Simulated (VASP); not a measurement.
# In2BiN2 (I4/mmm) in VASP: a series of runs

The runs below take In2BiN2 through single point, relaxation of cell and atoms, with PBE.

Everything below comes from runs of VASP 6.6.1. Logs are shortened: lines on timing, memory, paths and dates and some standing lists are left out, and cuts for length are marked.

**1. The cell of the first run**

The structure is tetragonal, space group I4/mmm (No. 139). The conventional cell has a = 4.406 Å, b = 4.406 Å, c = 12.010 Å, α = 90.00°, β = 90.00°, γ = 90.00°. In (site symmetry -4m2) has 4 N at 2.24 Å and 4 In at 3.12 Å within 3.2 Å. Within 3.4 Å of Bi (site symmetry 4/mmm) lie 2 N at 2.60 Å. Within 3.0 Å of N (site symmetry 4mm) lie 4 In at 2.24 Å and 1 Bi at 2.60 Å.

**2. Single point, PBE**

The input, INCAR:

```
SYSTEM = In2BiN2
ALGO     = Normal         ! electronic algorithm
EDIFF    = 1E-6           ! SCF threshold, eV
ENCUT    = 520            ! plane-wave cutoff, eV
GGA      = PE             ! functional
ISIF     = 2              ! what is computed and relaxed
ISMEAR   = 0              ! smearing method
LASPH    = .TRUE.         ! aspherical terms in the spheres
LCHARG   = .TRUE.         ! write CHGCAR
LELF     = .TRUE.         ! ELF
LREAL    = .FALSE.        ! projectors in reciprocal space
LVHAR    = .TRUE.       
LWAVE    = .FALSE.        ! write WAVECAR
NBANDS   = 34             ! bands
NELM     = 100            ! most SCF steps
PREC     = Accurate       ! precision mode
SIGMA    = 0.1            ! smearing width, eV
```

The input, KPOINTS:

```
k-points
0
G
  6 6 6
  0 0 0
```

The input, POSCAR:

```
In2BiN2
1.0
   -2.2028187272      2.2028187272      6.0049025794
    2.2028187272     -2.2028187272      6.0049025794
    2.2028187272      2.2028187272     -6.0049025794
In Bi N
2 1 2
Direct
    0.2500000000      0.7500000000      0.5000000000
    0.7500000000      0.2500000000      0.5000000000
    0.0000000000      0.0000000000      0.0000000000
    0.7835000348      0.7835000348      0.0000000000
    0.2164999652      0.2164999652      0.0000000000
```

Potentials or basis: VASP PAW PBE potentials, release 64 (In_d, Bi_d, N).

Run with:

```
cat potpaw_PBE.64/In_d/POTCAR potpaw_PBE.64/Bi_d/POTCAR potpaw_PBE.64/N/POTCAR > POTCAR
mpirun -np 1 vasp_std > vasp.out
```

OUTCAR:

```text
SYSTEM = In2BiN2
   EDIFF = 1E-6
   ENCUT = 520
   GGA = PE
   ISIF = 2
   ISMEAR = 0
   LASPH = .TRUE.
   LREAL = .FALSE.
   NELM = 100
   PREC = Accurate

 ion  position               nearest neighbor table
   1  0.250  0.750  0.500-   4 2.24   5 2.24   4 2.24   5 2.24   2 3.12   2 3.12   2 3.12   2 3.12
                             3 3.72   3 3.72   3 3.72   3 3.72
   2  0.750  0.250  0.500-   4 2.24   5 2.24   4 2.24   5 2.24   1 3.12   1 3.12   1 3.12   1 3.12
                             3 3.72   3 3.72   3 3.72   3 3.72
   3  0.000  0.000  0.000-   4 2.60   5 2.60   1 3.72   2 3.72   2 3.72   1 3.72   1 3.72   2 3.72
                             2 3.72   1 3.72
   4  0.784  0.784  0.000-   1 2.24   2 2.24   2 2.24   1 2.24   3 2.60
   5  0.216  0.216  0.000-   2 2.24   1 2.24   1 2.24   2 2.24   3 2.60

  LATTYP: Found a body centered tetragonal cell.
 ALAT       =     4.4056374544
 C/A-ratio  =     2.7260085023

  Lattice vectors:

 A1 = (  -2.2028187272,   2.2028187272,   6.0049025794)
 A2 = (   2.2028187272,  -2.2028187272,   6.0049025794)
 A3 = (   2.2028187272,   2.2028187272,  -6.0049025794)

Analysis of symmetry for initial positions (statically):
=====================================================================
 Subroutine PRICEL returns:
 Original cell was already a primitive cell.

 Routine SETGRP: Setting up the symmetry group for a
 body centered tetragonal supercell.

 Subroutine GETGRP returns: Found 16 space group operations
 (whereof 16 operations were pure point group operations)
 out of a pool of 16 trial point group operations.

The static configuration has the point symmetry D_4h.

Analysis of symmetry for dynamics (positions and initial velocities):
=====================================================================
 Subroutine PRICEL returns:
 Original cell was already a primitive cell.

 Routine SETGRP: Setting up the symmetry group for a
 body centered tetragonal supercell.

 Subroutine GETGRP returns: Found 16 space group operations
 (whereof 16 operations were pure point group operations)
 out of a pool of 16 trial point group operations.

The dynamic configuration has the point symmetry D_4h.

 Subroutine INISYM returns: Found 16 space group operations
 (whereof 16 operations are pure point group operations),
 and found     1 'primitive' translations

----------------------------------------------------------------------------------------

                                     Primitive cell

  volume of cell :     116.5530

  direct lattice vectors                    reciprocal lattice vectors
    -2.202818727  2.202818727  6.004902579     0.000000000  0.226981909  0.083265298
     2.202818727 -2.202818727  6.004902579     0.226981909  0.000000000  0.083265298
     2.202818727  2.202818727 -6.004902579     0.226981909  0.226981909  0.000000000

  length of vectors
     6.764885489  6.764885489  6.764885489     0.241772407  0.241772407  0.321000894

  position of ions in fractional coordinates (direct lattice)
     0.250000000  0.750000000  0.500000000
     0.750000000  0.250000000  0.500000000
     0.000000000  0.000000000  0.000000000
     0.783500035  0.783500035  0.000000000
     0.216499965  0.216499965  0.000000000

  ion indices of the primitive-cell ions
   primitive index   ion index
                 1           1
                 2           2
                 3           3
                 4           4
                 5           5

----------------------------------------------------------------------------------------

 KPOINTS: k-points

Automatic generation of k-mesh.
 Grid dimensions read from file:
 generate k-points for:    6    6    6

 Generating k-lattice:

  Cartesian coordinates                     Fractional coordinates (reciprocal lattice)
     0.000000000  0.037830318  0.013877550     0.166666667  0.000000000  0.000000000
     0.037830318  0.000000000  0.013877550     0.000000000  0.166666667  0.000000000
     0.037830318  0.037830318  0.000000000     0.000000000  0.000000000  0.166666667

  Length of vectors
[... 45 lines left out ...]
 maximum number of plane-waves:      3150
   NGX = 25   NGY = 25   NGZ = 25

 number of electron      51.0000003 magnetization

 Free energy of the ion-electron system (eV)
  ---------------------------------------------------
  ext. energy  EPLUGINS =         0.00000000
  ---------------------------------------------------
  free energy    TOTEN  =       -22.25350412 eV

  energy without entropy =      -22.23430661  energy(sigma->0) =      -22.24390536

 E-fermi :   5.4001     XC(G=0):  -9.3449

 val. band max:        5.3940821535   @ k =   0.1667  -0.0000   0.0000
 cond. band min:       5.4124839563   @ k =   0.5000   0.5000   0.3333
 fundamental gap:      0.0184018029
 Fermi energy:         5.4001036364

 k-point     1 :       0.0000    0.0000    0.0000
  band No.  band energies     occupation
      1     -17.3830      2.00000
      2     -17.3696      2.00000
      3     -17.3696      2.00000
      4     -17.3002      2.00000
      5     -17.2931      2.00000
      6     -11.1293      2.00000
[... 26 lines left out ...]
     33      13.3948      0.00000
     34      13.3948      0.00000

 k-point     2 :       0.1667   -0.0000    0.0000
  band No.  band energies     occupation
      1     -17.3822      2.00000
      2     -17.3705      2.00000
      3     -17.3696      2.00000
      4     -17.2980      2.00000
      5     -17.2938      2.00000
      6     -11.0254      2.00000
[... 26 lines left out ...]
     33      12.9767      0.00000
     34      13.2465      0.00000

 k-point     3 :       0.3333    0.0000   -0.0000
  band No.  band energies     occupation
      1     -17.3807      2.00000
      2     -17.3721      2.00000
      3     -17.3695      2.00000
      4     -17.2951      2.00000
      5     -17.2937      2.00000
      6     -10.7604      2.00000
[... 26 lines left out ...]
     33      12.2767      0.00000
     34      12.4001      0.00000
[... 704 lines left out ...]
 k-point    23 :      -0.3333   -0.3333    0.1667
  band No.  band energies     occupation
      1     -17.3811      2.00000
      2     -17.3704      2.00000
      3     -17.3704      2.00000
      4     -17.2959      2.00000
      5     -17.2945      2.00000
      6     -10.9215      2.00000
[... 26 lines left out ...]
     33      12.0597      0.00000
     34      12.9115      0.00000

 k-point    24 :      -0.1667   -0.3333    0.1667
  band No.  band energies     occupation
      1     -17.3820      2.00000
      2     -17.3705      2.00000
      3     -17.3696      2.00000
      4     -17.2981      2.00000
      5     -17.2938      2.00000
      6     -11.0273      2.00000
[... 26 lines left out ...]
     33      12.7609      0.00000
     34      12.9564      0.00000

 [... further k-points ...]

------------------------ aborting loop because EDIFF is reached ----------------------------------------

  FORCE on cell =-STRESS in cart. coord.  units (eV):
  Direction    XX          YY          ZZ          XY          YZ          ZX
  --------------------------------------------------------------------------------------
  -------------------------------------------------------------------------------------
  Total        0.0815515      0.0815515      0.1685664      0.0000000      0.0000000      0.0000000
  in kB        1.1210353      1.1210353      2.3171713      0.0000000      0.0000000      0.0000000
  external PRESSURE =       1.5197473 kB  Pullay stress =       0.0000000 kB

 VOLUME and BASIS-vectors are now :
 -----------------------------------------------------------------------------
  energy-cutoff  :      520.00
  volume of cell :      116.55
      direct lattice vectors                 reciprocal lattice vectors
    -2.202818727  2.202818727  6.004902579     0.000000000  0.226981909  0.083265298
     2.202818727 -2.202818727  6.004902579     0.226981909  0.000000000  0.083265298
     2.202818727  2.202818727 -6.004902579     0.226981909  0.226981909  0.000000000

 POSITION                                       TOTAL-FORCE (eV/Angst)
 -----------------------------------------------------------------------------------
      2.20282      0.00000      3.00245         0.000000      0.000000      0.000000
      0.00000      2.20282      3.00245         0.000000      0.000000      0.000000
      0.00000      0.00000      0.00000         0.000000      0.000000      0.000000
      0.00000      0.00000      9.40968        -0.000000     -0.000000      0.000974
      0.00000      0.00000      2.60012         0.000000      0.000000     -0.000974
 -----------------------------------------------------------------------------------
    total drift:                               -0.000000      0.000000     -0.000000

  FREE ENERGIE OF THE ION-ELECTRON SYSTEM (eV)
  ---------------------------------------------------
  free  energy   TOTEN  =       -22.2535041214 eV

  energy  without entropy=      -22.2343066071  energy(sigma->0) =      -22.24390536
```

Run time: 2.7 min. Hardware: 1 thread of Intel Xeon 6975P-C (Granite Rapids), shared host; peak memory 0.39 GiB.

What came out:

- Free energy: -22.2535 eV
- Pressure: 0.2 GPa
- Band gap on the k mesh: zero (an odd number of electrons rules out a gap without spin polarisation)

Stress tensor (GPa, compression positive):
```
0.11 0.00 0.00
0.00 0.11 0.00
0.00 0.00 0.23
```

Levels at points of the mesh, in eV from the Fermi level:
```tsv
k point	band 24	band 25	band 26	band 27	band 28	band 29
(0.00, 0.00, 0.00)	-2.71	-0.86	0.08	0.78	0.78	2.57
(0.50, 0.00, 0.00)	-1.75	-1.63	1.20	1.55	1.62	3.19
(0.50, 0.50, 0.00)	-1.74	-0.95	-0.41	2.38	2.50	2.86
(0.50, 0.50, 0.50)	-2.61	-1.72	-0.95	0.89	0.89	2.03
```

Caveat: spin-orbit coupling is left out, which moves the levels of the heavy elements.

**3. Single point, PBE**

This run uses another cell than the first one, of 18.28 Å³/atom.

The input, INCAR:

```
SYSTEM = In2BiN2
PREC = Accurate ; ENCUT = 520
EDIFF = 1E-6 ; ISMEAR = 0
SIGMA = 0.1 ; LREAL = .False.
LASPH = .True. ; NELM = 60
ALGO = Normal ; ISIF = 2
LWAVE = .False. ; LCHARG = .False.
GGA = PE ; NBANDS = 34
```

The input, KPOINTS:

```
regular mesh
0
Gamma
  6 6 6
  0 0 0
```

The input, POSCAR:

```
In2BiN2
1.0
   -2.0575674837      2.0575674837      5.3985681504
    2.0575674837     -2.0575674837      5.3985681504
    2.0575674837      2.0575674837     -5.3985681504
In Bi N
2 1 2
Direct
    0.2500000000      0.7500000000      0.5000000000
    0.7500000000      0.2500000000      0.5000000000
    0.0000000000      0.0000000000      0.0000000000
    0.6260000000      0.6260000000      0.0000000000
    0.3740000000      0.3740000000      0.0000000000
```

Potentials or basis: VASP PAW PBE potentials, release 64 (In_d, Bi_d, N).

Run with:

```
cat potpaw_PBE.64/In_d/POTCAR potpaw_PBE.64/Bi_d/POTCAR potpaw_PBE.64/N/POTCAR > POTCAR
mpirun -np 1 vasp_std > vasp.out
```

Run time: 97 s. Hardware: 1 thread of Intel Xeon 6975P-C (Granite Rapids), shared host; peak memory 0.36 GiB.

The run converged. Its results:

| Item | Value |
| --- | --- |
| Free energy | -20.1413 eV |
| Pressure | -0.6 GPa |
| Largest force | 1.525 eV/Å |
| Band gap on the k mesh | zero (an odd number of electrons rules out a gap without spin polarisation) |

Forces in eV/Å, atoms in the order of the input:
```
In   0.000  0.000  0.000
In   0.000  0.000  0.000
Bi   0.000  0.000  0.000
N    0.000  0.000  1.525
N    0.000  0.000 -1.525
```

Stress tensor (GPa, compression positive):
```
-0.84  0.00  0.00
 0.00 -0.84  0.00
 0.00  0.00 -0.25
```

Levels at points of the mesh, in eV from the Fermi level:
```csv
k point,band 22,band 23,band 24,band 25,band 26,band 27,band 28,band 29
"(0.00, 0.00, 0.00)",-2.91,-2.53,-2.53,-0.33,0.06,0.41,1.58,1.58
"(0.50, 0.00, 0.00)",-2.60,-2.32,-2.00,-1.53,0.32,0.60,0.69,2.47
"(0.50, 0.50, 0.00)",-3.80,-3.66,-3.11,-0.30,-0.15,1.08,1.81,2.12
"(0.50, 0.50, 0.50)",-2.14,-1.65,-1.65,-1.05,0.09,1.93,1.93,2.40
```

Caveat: spin-orbit coupling is left out, which moves the levels of the heavy elements; forces of over 1 eV/Å act on the atoms, so gaps and moduli don't describe the material at rest.

**4. Relaxation of cell and atoms, PBE**

This run uses another cell than the first one, of 18.28 Å³/atom.

The input, INCAR:

```
SYSTEM = In2BiN2
  PREC = Accurate
  ENCUT = 600
  EDIFF = 1E-6
  ISMEAR = 0
  SIGMA = 0.1
  LREAL = .FALSE.
  LASPH = .TRUE.
  NELM = 100
  ALGO = Normal
  ISIF = 3
  LWAVE = .FALSE.
  LCHARG = .FALSE.
  GGA = PE
  IBRION = 2
  NSW = 90
  EDIFFG = -0.04
```

The input, KPOINTS:

```
regular mesh
0
G
  6 6 6
  0 0 0
```

POSCAR is that of step 3.

Run with:

```
cat potpaw_PBE.64/In_d/POTCAR potpaw_PBE.64/Bi_d/POTCAR potpaw_PBE.64/N/POTCAR > POTCAR
mpirun -np 1 vasp_std > vasp.out
```

Wall time 63 min (1 thread of Intel Xeon 6975P-C (Granite Rapids), shared host); peak memory 0.46 GiB.

Results (log left out):

```
Free energy                           : -22.2409 eV
Relaxed volume                        : 23.49 Å³/atom
Relaxed cell                          : a = 6.838 Å, b = 6.838 Å, c = 6.838 Å, α = 142.54°, β = 142.54°, γ = 54.01°
Space group after relaxing (to 0.1 Å) : I4/mmm (No. 139)
Energy gained by relaxing             : 419.3 meV/atom
Ionic steps                           : 47
Pressure after relaxing               : 0.1 GPa
Largest force after relaxing          : 0.009 eV/Å
Band gap on the k mesh                : zero (an odd number of electrons rules out a gap without spin polarisation)
```

Forces on the atoms (eV/Å):
```
In   0.000  0.000  0.000
In   0.000  0.000  0.000
Bi   0.000  0.000  0.000
N    0.000  0.000  0.009
N    0.000  0.000 -0.009
```

Stress tensor (GPa, compression positive):
```
 0.20  0.00  0.00
 0.00  0.20  0.00
 0.00  0.00 -0.15
```

The path:
```tsv
step	energy change (eV)	largest force (eV/Å)	pressure (GPa)	volume (Å³)
1	0.0000	1.5269	-0.67	91.42
3	-0.3508	0.2968	6.24	88.55
5	-0.6367	0.4828	-1.02	99.27
7	-0.7686	0.5928	-1.65	104.05
9	-0.9690	0.0039	2.24	108.48
11	-1.0140	0.0765	0.06	118.59
13	-1.1222	0.6518	-4.53	124.31
15	-1.1228	0.7399	-5.36	125.53
17	-1.1537	0.7739	-5.72	125.79
19	-1.2680	0.8321	-7.12	126.83
21	-1.2953	0.7961	-7.86	127.28
23	-1.6443	0.4376	-6.61	120.54
25	-1.6855	0.2734	-6.01	118.47
27	-1.8071	0.0450	-4.08	114.48
29	-1.7403	0.3666	7.81	101.50
31	-1.9751	0.1966	0.41	108.01
33	-1.9856	0.2351	0.15	108.90
35	-2.0051	0.3815	-0.82	112.84
37	-2.0193	0.3689	-0.47	113.01
39	-2.0610	0.2916	0.90	113.65
41	-2.0712	0.2021	1.75	114.00
43	-2.0941	0.0279	0.58	116.65
45	-2.0951	0.0161	0.31	117.35
47	-2.0965	0.0089	0.08	117.46
```

Final structure:
```yaml
crystal:
  lattice:
    - [-2.19547, 2.19547, 6.09211]
    - [2.19547, -2.19547, 6.09211]
    - [2.19547, 2.19547, -6.09211]
  atoms:
    - { symbol: In, position: [0.25000, 0.75000, 0.50000] }
    - { symbol: In, position: [0.75000, 0.25000, 0.50000] }
    - { symbol: Bi, position: [0.00000, 0.00000, 0.00000] }
    - { symbol: N, position: [0.78604, 0.78604, 0.00000] }
    - { symbol: N, position: [0.21396, 0.21396, 0.00000] }
```

Levels at points of the mesh, in eV from the Fermi level:
| k point | band 23 | band 24 | band 25 | band 26 | band 27 | band 28 | band 29 | band 30 |
| --- | --- | --- | --- | --- | --- | --- | --- | --- |
| (0.00, 0.00, 0.00) | -2.76 | -2.76 | -0.85 | 0.05 | 0.80 | 0.80 | 2.47 | 3.23 |
| (0.50, 0.00, 0.00) | -3.50 | -1.80 | -1.68 | 1.22 | 1.44 | 1.52 | 3.16 | 3.56 |
| (0.50, 0.50, 0.00) | -1.97 | -1.92 | -1.00 | -0.47 | 2.30 | 2.59 | 2.78 | 4.15 |
| (0.50, 0.50, 0.50) | -2.65 | -2.65 | -1.76 | -0.94 | 0.90 | 0.90 | 1.94 | 3.65 |

Caveat: the volume moved by over 15 % at a fixed basis, so the end points are rough; spin-orbit coupling is left out, which moves the levels of the heavy elements.

**5. Single point, PBE**

The input, INCAR:

```
SYSTEM = In2BiN2
ALGO = Normal
EDIFF = 1E-6
ENCUT = 520
GGA = PE
ISIF = 2
ISMEAR = 0
LASPH = .TRUE.
LCHARG = .FALSE.
LREAL = .FALSE.
LWAVE = .FALSE.
NBANDS = 34
NELM = 100
PREC = Accurate
SIGMA = 0.1
```

The input, KPOINTS:

```
k-points
0
G
  12 12 12
  0 0 0
```

The input, POSCAR:

```
In2BiN2
1.0
   -2.2004897680      2.2004897680      6.0142236052
    2.2004897680     -2.2004897680      6.0142236052
    2.2004897680      2.2004897680     -6.0142236052
In Bi N
2 1 2
Direct
    0.2500000000      0.7500000000      0.5000000000
    0.7500000000      0.2500000000      0.5000000000
    0.0000000000      0.0000000000      0.0000000000
    0.7828925513      0.7828925513      0.0000000000
    0.2171074487      0.2171074487      0.0000000000
```

Run with:

```
cat potpaw_PBE.64/In_d/POTCAR potpaw_PBE.64/Bi_d/POTCAR potpaw_PBE.64/N/POTCAR > POTCAR
mpirun -np 1 vasp_std > vasp.out
```

Wall time 13 min (1 thread of Intel Xeon 6975P-C (Granite Rapids), shared host); peak memory 0.77 GiB.

The run converged. Its results:

| Quantity | Value |
| --- | --- |
| Free energy | -22.3188 eV |
| Pressure | 0.1 GPa |
| Largest force | 0.006 eV/Å |
| Band gap on the k mesh | zero (an odd number of electrons rules out a gap without spin polarisation) |

Forces on the atoms (eV/Å):
```
In   0.000  0.000  0.000
In   0.000  0.000  0.000
Bi   0.000  0.000  0.000
N    0.000  0.000  0.006
N    0.000  0.000 -0.006
```

Stress tensor (GPa, compression positive):
```
 0.11  0.00  0.00
 0.00  0.11  0.00
 0.00  0.00 -0.05
```

Levels at points of the mesh, in eV from the Fermi level:
```csv
k point,band 23,band 24,band 25,band 26,band 27,band 28,band 29,band 30
"(0.00, 0.00, 0.00)",-2.74,-2.74,-0.86,0.05,0.80,0.80,2.54,3.20
"(0.50, 0.00, 0.00)",-3.51,-1.80,-1.63,1.22,1.57,1.61,3.17,3.65
"(0.50, 0.50, 0.00)",-1.88,-1.75,-0.95,-0.43,2.35,2.46,2.87,4.20
"(0.50, 0.50, 0.50)",-2.64,-2.64,-1.72,-0.96,0.91,0.91,2.06,3.65
```

Caveat: spin-orbit coupling is left out, which moves the levels of the heavy elements.

**6. The runs side by side**

```csv
task,cell,k mesh,cutoff (eV),gap on the mesh (eV),pressure (GPa),largest force (eV/Å)
single point,"a = 6.765 Å, angles 142.0, 142.0, 54.8°, 5 atoms, atomic positions A",6 × 6 × 6,520,none,0.2,-
single point,"a = 6.133 Å, angles 140.8, 140.8, 56.6°, 5 atoms, atomic positions B",6 × 6 × 6,520,none,-0.6,1.53
relaxation of cell and atoms,"relaxed from a = 6.133 Å, angles 140.8, 140.8, 56.6°, 5 atoms, atomic positions B",6 × 6 × 6,600,none,0.1,0.01
single point,"a = 6.772 Å, angles 142.1, 142.1, 54.7°, 5 atoms, atomic positions C",12 × 12 × 12,520,none,0.1,0.01
```

Alike in all rows: level PBE; potentials or basis VASP PAW PBE potentials, release 64 (In_d, Bi_d, N); no spin polarisation; smearing gaussian 0.1 eV.

Caveats: spin-orbit coupling is left out, which moves the levels of the heavy elements; forces of over 1 eV/Å act on the atoms, so gaps and moduli don't describe the material at rest (at least some runs); the volume moved by over 15 % at a fixed basis, so the end points are rough (at least some runs).

Absolute energies hang on the potentials; compare differences alone.

The gap in the log of VASP goes by the Fermi energy; the results here count the filled bands.